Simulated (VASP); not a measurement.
A run of VASP 6.6.1 is set up as follows.

INCAR

```
PREC = Accurate ; ENCUT = 500
EDIFF = 1E-7 ; ISMEAR = 0
SIGMA = 0.1 ; LREAL = F
LASPH = T ; NELM = 120
ALGO = Normal ; ISIF = 4
LWAVE = F ; LCHARG = F
GGA = PE ; IBRION = 2
NSW = 50 ; EDIFFG = -0.01
GGA_COMPAT = F ; NELMIN = 4
```

KPOINTS

```
regular mesh
0
Gamma
  18 18 14
```

Contents of POSCAR:

```
MoP
1.0
    3.2083030608      0.0000000000      0.0000000000
   -1.6041515304      2.7784719537      0.0000000000
    0.0000000000      0.0000000000      3.1629494378
Mo P
1 1
Direct
    0.0000000000      0.0000000000      0.0000000000
    0.3333333333      0.6666666667      0.5000000000
```

Potentials or basis: VASP PAW PBE potentials, release 64 (Mo_sv, P).

Command:

```bash
$ cat potpaw_PBE.64/Mo_sv/POTCAR potpaw_PBE.64/P/POTCAR > POTCAR
$ mpirun -np 1 vasp_std > vasp.out
```

**Question.** What does it give for the band gap on the k mesh?

**Answer.** Zero (an odd number of electrons rules out a gap without spin polarisation).

The path:
```
step  energy change (eV)  largest force (eV/Å)  pressure (GPa)  volume (Å³)
   1              0.0000                0.0000            7.39        28.20
   2             -0.0007                0.0000            7.05        28.20
   3             -0.0007                0.0000            7.12        28.20
```
